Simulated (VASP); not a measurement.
A run of VASP 6.6.1:

Contents of INCAR:

```
SYSTEM = CuSi16
PREC = Accurate ; ENCUT = 520
EDIFF = 1E-6 ; ISMEAR = 0
SIGMA = 0.02 ; LREAL = Auto
LASPH = .TRUE. ; NELM = 80
ALGO = Normal ; ISIF = 2
LWAVE = .FALSE. ; LCHARG = .TRUE.
GGA = PE ; IVDW = 12
LELF = .TRUE. ; LVHAR = .TRUE.
NELECT = 74.0 ; NBANDS = 52
```

Contents of KPOINTS:

```
Automatic mesh
0
G
  2 2 2
  0 0 0
```

POSCAR

```
CuSi16
1.0
    0.0000000000      5.4300000000      5.4300000000
    5.4300000000      0.0000000000      5.4300000000
    5.4300000000      5.4300000000      0.0000000000
Si Cu
16 1
Direct
    0.0080932781     -0.0388234807      0.0155336096
    0.1202118785      0.1213400552      0.1138231123
   -0.0135911602      0.0016355433      0.5057338858
    0.1202130755      0.1205152855      0.6448018416
   -0.0024686924      0.4925136280      0.0011804788
    0.1388954880      0.5892124309      0.1361081952
   -0.0022781768      0.4917249540      0.5091746777
    0.1138407919      0.6301787293      0.6278829650
    0.5042405157      0.0049631676     -0.0205760589
    0.6395734807      0.1218265193      0.1188987109
    0.5042588398      0.0042652855      0.5109153775
    0.6180294659      0.1633674033      0.6086489871
    0.5112396869      0.4932973297     -0.0023518416
    0.6261082873      0.6339086556      0.1154517495
    0.4860756906      0.5354068140      0.4889639042
    0.6263005525      0.6332826888      0.6243434622
    0.3107695212      0.0680628913      0.3103761510
```

Potentials or basis: VASP PAW PBE potentials, release 64 (Si, Cu).

Launch:

```console
$ cat potpaw_PBE.64/Si/POTCAR potpaw_PBE.64/Cu/POTCAR > POTCAR
$ mpirun -np 1 vasp_std > vasp.out
```

Hardware: 1 thread of AMD EPYC 9R45 96-Core Processor (Zen 5), on a shared host.

**Question.** Estimate the wall time of this run.

**Answer.** Run time: 3.7 min on 1 thread of AMD EPYC 9R45 96-Core Processor (Zen 5), on a shared host, peak memory 0.45 GiB. Counts: scf iterations 20, k points 8.
